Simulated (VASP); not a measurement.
# SiNi3 (Pm-3m) in VASP: notebook

SiNi3 is run at these levels: PBEsol, PBE; tasks: single point, relaxation of cell and atoms.

All numbers are computed with VASP 6.6.1; they aren't measurements. Logs are shortened: lines on timing, memory, paths and dates and some standing lists are left out, and cuts for length are marked.

## Step 1: The cell of the first run

Symmetry: Pm-3m, No. 221, cubic system. The conventional cell has a = 3.542 Å, b = 3.542 Å, c = 3.542 Å, α = 90.00°, β = 90.00°, γ = 90.00°. Ni (site symmetry 4/mmm) has 8 Ni at 2.50 Å and 4 Si at 2.50 Å within 3.3 Å. Si (site symmetry m-3m) has 12 Ni at 2.50 Å within 3.3 Å.

## Step 2: Single point, PBEsol, collinear spin, ferromagnetic start

File INCAR:

```
SYSTEM = SiNi3
PREC = Accurate
ENCUT = 690
EDIFF = 1E-6
ISMEAR = -1
SIGMA = 0.05
LREAL = .FALSE.
LASPH = .TRUE.
NELM = 200
ALGO = Normal
ISIF = 2
LWAVE = .FALSE.
LCHARG = .FALSE.
ISPIN = 2
MAGMOM = 1 1 1 0
LORBIT = 11
NUPDOWN = 3.0
LMAXMIX = 4
GGA = PS
NBANDS = 41
GGA_COMPAT = .FALSE.
```

File KPOINTS:

```
Automatic mesh
0
G
  6 6 6
  0 0 0
```

File POSCAR:

```
SiNi3
1.0
    3.5420000000      0.0000000000      0.0000000000
    0.0000000000      3.5420000000      0.0000000000
    0.0000000000      0.0000000000      3.5420000000
Ni Si
3 1
Direct
    0.5000000000      0.5000000000      0.0000000000
    0.5000000000      0.0000000000      0.5000000000
    0.0000000000      0.5000000000      0.5000000000
    0.0000000000      0.0000000000      0.0000000000
```

Potentials or basis: VASP PAW PBE potentials, release 64 (Ni_sv_GW, Si).

On the command line:

```sh
cat potpaw_PBE.64/Ni_sv_GW/POTCAR potpaw_PBE.64/Si/POTCAR > POTCAR
mpirun -np 1 vasp_std > vasp.out
```

OUTCAR:

```text
SYSTEM = SiNi3
   PREC = Accurate
   ENCUT = 690
   EDIFF = 1E-6
   ISMEAR = -1
   LREAL = .FALSE.
   LASPH = .TRUE.
   NELM = 200
   ISIF = 2
   ISPIN = 2
   LORBIT = 11
   NUPDOWN = 3.0
   GGA = PS

 ion  position               nearest neighbor table
   1  0.500  0.500  0.000-   2 2.50   3 2.50   4 2.50   2 2.50   3 2.50   2 2.50   4 2.50   2 2.50
                             3 2.50   4 2.50   3 2.50   4 2.50
   2  0.500  0.000  0.500-   1 2.50   3 2.50   4 2.50   1 2.50   4 2.50   1 2.50   3 2.50   1 2.50
                             3 2.50   4 2.50   4 2.50   3 2.50
   3  0.000  0.500  0.500-   1 2.50   2 2.50   4 2.50   1 2.50   4 2.50   2 2.50   4 2.50   4 2.50
                             1 2.50   2 2.50   1 2.50   2 2.50
   4  0.000  0.000  0.000-   1 2.50   2 2.50   3 2.50   2 2.50   3 2.50   1 2.50   3 2.50   3 2.50
                             1 2.50   2 2.50   2 2.50   1 2.50

  LATTYP: Found a simple cubic cell.
 ALAT       =     3.5420000000

  Lattice vectors:

 A1 = (   3.5420000000,   0.0000000000,   0.0000000000)
 A2 = (   0.0000000000,   3.5420000000,   0.0000000000)
 A3 = (   0.0000000000,   0.0000000000,   3.5420000000)

Analysis of symmetry for initial positions (statically):
=====================================================================
 Subroutine PRICEL returns:
 Original cell was already a primitive cell.

 Routine SETGRP: Setting up the symmetry group for a
 simple cubic supercell.

 Subroutine GETGRP returns: Found 48 space group operations
 (whereof 48 operations were pure point group operations)
 out of a pool of 48 trial point group operations.

The static configuration has the point symmetry O_h .

Analysis of symmetry for dynamics (positions and initial velocities):
=====================================================================
 Subroutine PRICEL returns:
 Original cell was already a primitive cell.

 Routine SETGRP: Setting up the symmetry group for a
 simple cubic supercell.

 Subroutine GETGRP returns: Found 48 space group operations
 (whereof 48 operations were pure point group operations)
 out of a pool of 48 trial point group operations.

The dynamic configuration has the point symmetry O_h .

Analysis of structural, dynamic, and magnetic symmetry:
=====================================================================
 Subroutine PRICEL returns:
 Original cell was already a primitive cell.

 Routine SETGRP: Setting up the symmetry group for a
 simple cubic supercell.

 Subroutine GETGRP returns: Found 48 space group operations
 (whereof 48 operations were pure point group operations)
 out of a pool of 48 trial point group operations.

The overall configuration has the point symmetry O_h .

 Subroutine INISYM returns: Found 48 space group operations
 (whereof 48 operations are pure point group operations),
 and found     1 'primitive' translations

----------------------------------------------------------------------------------------

                                     Primitive cell

  volume of cell :      44.4371

  direct lattice vectors                    reciprocal lattice vectors
     3.542000000  0.000000000  0.000000000     0.282326369  0.000000000  0.000000000
     0.000000000  3.542000000  0.000000000     0.000000000  0.282326369  0.000000000
     0.000000000  0.000000000  3.542000000     0.000000000  0.000000000  0.282326369

  length of vectors
     3.542000000  3.542000000  3.542000000     0.282326369  0.282326369  0.282326369

  position of ions in fractional coordinates (direct lattice)
     0.500000000  0.500000000  0.000000000
     0.500000000  0.000000000  0.500000000
     0.000000000  0.500000000  0.500000000
     0.000000000  0.000000000  0.000000000

  ion indices of the primitive-cell ions
   primitive index   ion index
                 1           1
                 2           2
                 3           3
                 4           4

----------------------------------------------------------------------------------------

 KPOINTS: Automatic mesh

Automatic generation of k-mesh.
 Grid dimensions read from file:
 generate k-points for:    6    6    6

 Generating k-lattice:

  Cartesian coordinates                     Fractional coordinates (reciprocal lattice)
     0.047054395  0.000000000  0.000000000     0.166666667  0.000000000  0.000000000
     0.000000000  0.047054395  0.000000000     0.000000000  0.166666667  0.000000000
     0.000000000  0.000000000  0.047054395     0.000000000  0.000000000  0.166666667

  Length of vectors
     0.047054395  0.047054395  0.047054395

  Shift w.r.t. Gamma in fractional coordinates (k-lattice)
     0.000000000  0.000000000  0.000000000

 Subroutine IBZKPT returns following result:
 ===========================================

 Found     20 irreducible k-points:

 Following reciprocal coordinates:
            Coordinates               Weight
  0.000000  0.000000  0.000000      1.000000
  0.166667  0.000000  0.000000      6.000000
  0.333333  0.000000  0.000000      6.000000
  0.500000  0.000000  0.000000      3.000000
  0.166667  0.166667  0.000000     12.000000
  0.333333  0.166667  0.000000     24.000000
[... 12 lines left out ...]
  0.500000  0.500000  0.333333      6.000000
  0.500000  0.500000  0.500000      1.000000
   k-points           NKPTS =     20   k-points in BZ     NKDIM =     20   number of bands    NBANDS=     41
   number of dos      NEDOS =    301   number of ions     NIONS =      4
   total plane-waves  NPLWV =  27000
   dimension x,y,z NGX =    30 NGY =   30 NGZ =   30
   dimension x,y,z NGXF=    60 NGYF=   60 NGZF=   60
   ions per type =               3   1
   NGX,Y,Z   is equivalent  to a cutoff of  14.08, 14.08, 14.08 a.u.
   NGXF,Y,Z  is equivalent  to a cutoff of  28.16, 28.16, 28.16 a.u.
 SYSTEM =  SiNi3
   PREC   = accura    normal or accurate (medium, high low for compatibility)
   ISTART =      0    job   : 0-new  1-cont  2-samecut
   ICHARG =      2    charge: 1-file 2-atom 10-const
   ISPIN  =      2    spin polarized calculation?
   LNONCOLLINEAR =      F non collinear calculations
   LSORBIT =      F    spin-orbit coupling
   LASPH  =      T    aspherical Exc in radial PAW
   ENCUT  =  690.0 eV  50.71 Ry    7.12 a.u.   7.59  7.59  7.59*2*pi/ulx,y,z
   NELM   =    200;   NELMIN=  2; NELMDL= -5     # of ELM steps
   EDIFF  = 0.1E-05   stopping-criterion for ELM
   LREAL  =      F    real-space projection
   EDIFFG = 0.1E-04   stopping-criterion for IOM
   NSW    =      0    number of steps for IOM
   IBRION =     -1    ionic relax: 0-MD 1-quasi-New 2-CG
   NFREE  =      0    steps in history (QN), initial steepest desc. (CG)
   ISIF   =      2    stress and relaxation
   ISYM   =      2    0-nonsym 1-usesym 2-fastsym
   POTIM  = 0.5000    time-step for ionic-motion
   TEBEG  =    0.0;   TEEND  =   0.0 temperature during run
   PSTRESS=    0.0 pullay stress
   NELECT =      58.0000    total number of electrons
   NUPDOWN=       3.0000    fix difference up-down
   EMIN   =  10.00;   EMAX   =-10.00  energy-range for DOS
   EFERMI =   0.00;   METHOD = LEGACY
   ISMEAR =    -1;   SIGMA  =   0.05  broadening in eV -4-tet -1-fermi 0-gaus
   EFERMI_NEDOS =   21; number of points for ismear=-14 and -15
   IALGO  =     38    algorithm
   IMIX   =      4    mixing-type and parameters
     AMIX     =   0.40;   BMIX     =  1.00
     AMIX_MAG =   1.60;   BMIX_MAG =  1.00
  volume/ion in A,a.u.               =      11.11        74.97
  Fermi-wavevector in a.u.,A,eV,Ry     =   1.789104  3.380916 43.550799  3.200893
  Thomas-Fermi vector in A             =   2.852146
   LORBIT       =     11    0 simple, 1 ext, 2 COOP (PROOUT), +10 PAW based schemes
   GGA     = PS    functional components
   LHFCALC =     F    Hartree Fock is set to
   AEXX    =    0.0000 exact exchange contribution
   IVDW    =     0    specifies the selected vdW correction
   LEPSILON=     F    determine dielectric tensor
   LRPA    =     F    only Hartree local field effects (RPA)
 spin polarized calculation
  energy-cutoff  :      690.00
  volume of cell :       44.44
 maximum number of plane-waves:      1856
   NGX = 15   NGY = 15   NGZ = 15

 number of electron      57.9999920 magnetization       2.9999995

 Free energy of the ion-electron system (eV)
  ---------------------------------------------------
  ext. energy  EPLUGINS =         0.00000000
  ---------------------------------------------------
  free energy    TOTEN  =       -27.79362480 eV

  energy without entropy =      -27.75864691  energy(sigma->0) =      -27.77613585

 E-fermi :   8.4669     XC(G=0): -13.5552

 val. band max:       10.0938407253   @ k =   0.3333   0.3333   0.1667
 cond. band min:       8.4805141070   @ k =   0.3333   0.1667   0.1667
 fundamental gap:     -1.6133266183
 Fermi energy:        10.1329877663

 spin component 1

 k-point     1 :       0.0000    0.0000    0.0000
  band No.  band energies     occupation
      1     -94.7464      1.00000
      2     -94.7159      1.00000
      3     -94.7159      1.00000
      4     -55.3205      1.00000
      5     -55.3205      1.00000
      6     -55.3205      1.00000
[... 869 lines left out ...]
     40      25.4572      0.00000
     41      29.8226      0.00000
 Fermi energy:         8.4669119320

 spin component 2

 k-point     1 :       0.0000    0.0000    0.0000
  band No.  band energies     occupation
      1     -93.6693      1.00000
      2     -93.6378      1.00000
      3     -93.6378      1.00000
      4     -54.2800      1.00000
      5     -54.2800      1.00000
      6     -54.2800      1.00000
[... 869 lines left out ...]
     40      25.7119      0.00000
     41      30.1041      0.00000

------------------------ aborting loop because EDIFF is reached ----------------------------------------

  FORCE on cell =-STRESS in cart. coord.  units (eV):
  Direction    XX          YY          ZZ          XY          YZ          ZX
  --------------------------------------------------------------------------------------
  -------------------------------------------------------------------------------------
  Total       -1.9546812     -1.9546812     -1.9546812      0.0000000     -0.0000000      0.0000000
  in kB      -70.4759370    -70.4759370    -70.4759370      0.0000000     -0.0000000      0.0000000
  external PRESSURE =     -70.4759370 kB  Pullay stress =       0.0000000 kB

 VOLUME and BASIS-vectors are now :
 -----------------------------------------------------------------------------
  energy-cutoff  :      690.00
  volume of cell :       44.44
      direct lattice vectors                 reciprocal lattice vectors
     3.542000000  0.000000000  0.000000000     0.282326369  0.000000000  0.000000000
     0.000000000  3.542000000  0.000000000     0.000000000  0.282326369  0.000000000
     0.000000000  0.000000000  3.542000000     0.000000000  0.000000000  0.282326369

 POSITION                                       TOTAL-FORCE (eV/Angst)
 -----------------------------------------------------------------------------------
      1.77100      1.77100      0.00000         0.000000      0.000000      0.000000
      1.77100      0.00000      1.77100         0.000000      0.000000      0.000000
      0.00000      1.77100      1.77100         0.000000      0.000000      0.000000
      0.00000      0.00000      0.00000         0.000000      0.000000      0.000000
 -----------------------------------------------------------------------------------
    total drift:                                0.000000      0.000000     -0.000000

  FREE ENERGIE OF THE ION-ELECTRON SYSTEM (eV)
  ---------------------------------------------------
  free  energy   TOTEN  =       -27.7936247999 eV

  energy  without entropy=      -27.7586469095  energy(sigma->0) =      -27.77613585

 total charge

# of ion       s       p       d       f       tot
--------------------------------------------------
    1        2.233   6.339   7.796   0.004  16.373
    2        2.233   6.339   7.796   0.004  16.373
    3        2.233   6.339   7.796   0.004  16.373
    4        0.711   0.856   0.000   0.000   1.567
--------------------------------------------------
tot          7.409  19.873  23.388   0.013  50.684

 magnetization (x)

# of ion       s       p       d       f       tot
--------------------------------------------------
    1        0.007   0.028   0.872   0.000   0.908
    2        0.007   0.028   0.872   0.000   0.908
    3        0.007   0.028   0.872   0.000   0.908
    4        0.024   0.098   0.000   0.000   0.123
--------------------------------------------------
tot          0.047   0.182   2.616   0.001   2.846
```

It took 74 s on 1 thread of Intel Xeon 6975P-C (Granite Rapids), shared host; peak memory 0.25 GiB.

What came out:

```
Free energy                                           : -27.7936 eV
Pressure                                              : -7.0 GPa
Net moment                                            : 3.00 μB per cell
Site moments                                          : Ni +0.91; Si +0.12 μB
Valence electrons inside the program's atomic spheres : Ni 16.37; Si 1.57
```

Caveat: the cell stands under tension; the PAW data sets were made with another functional, which shifts forces and pressure a little; the total moment is fixed, so each spin has its own Fermi level and the state may be an excited one.

[end of part 1 of 2]
